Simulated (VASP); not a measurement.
A run of VASP 6.6.1 is set up as follows.

Contents of INCAR:

```
SYSTEM = BN
ALGO = Normal
EDIFF = 1E-6
ENCUT = 520
GGA = PS
ISIF = 2
ISMEAR = 0
LASPH = .TRUE.
LCHARG = .TRUE.
LELF = .TRUE.
LREAL = .FALSE.
LVHAR = .TRUE.
LWAVE = .FALSE.
NBANDS = 16
NELM = 60
PREC = Accurate
SIGMA = 0.05
```

KPOINTS

```
k-points
0
G
  12 12 4
  0 0 0
```

File POSCAR:

```
BN
1.0
    2.6023167162      0.0000000000      0.0000000000
   -1.3011583581      2.2536723849      0.0000000000
    0.0000000000      0.0000000000      7.1368535941
B N
2 2
Direct
    0.3333333333      0.6666666667      0.2500000000
    0.6666666667      0.3333333333      0.7500000000
    0.3333333333      0.6666666667      0.7500000000
    0.6666666667      0.3333333333      0.2500000000
```

Potentials or basis: VASP PAW PBE potentials, release 64 (B, N).

Command:

```console
$ cat potpaw_PBE.64/B/POTCAR potpaw_PBE.64/N/POTCAR > POTCAR
$ mpirun -np 1 vasp_std > vasp.out
```

(1) Estimate the band gap on the k mesh.

(2) Predict the pressure.

Answers

(1) 4.08 eV, indirect (least direct gap 4.31 eV).

(2) -21.7 GPa.

Caveat: the PAW data sets were made with another functional, which shifts forces and pressure a little; this functional lacks dispersion, which binds the layers, so the pressure and a relaxed spacing across them are unreliable.
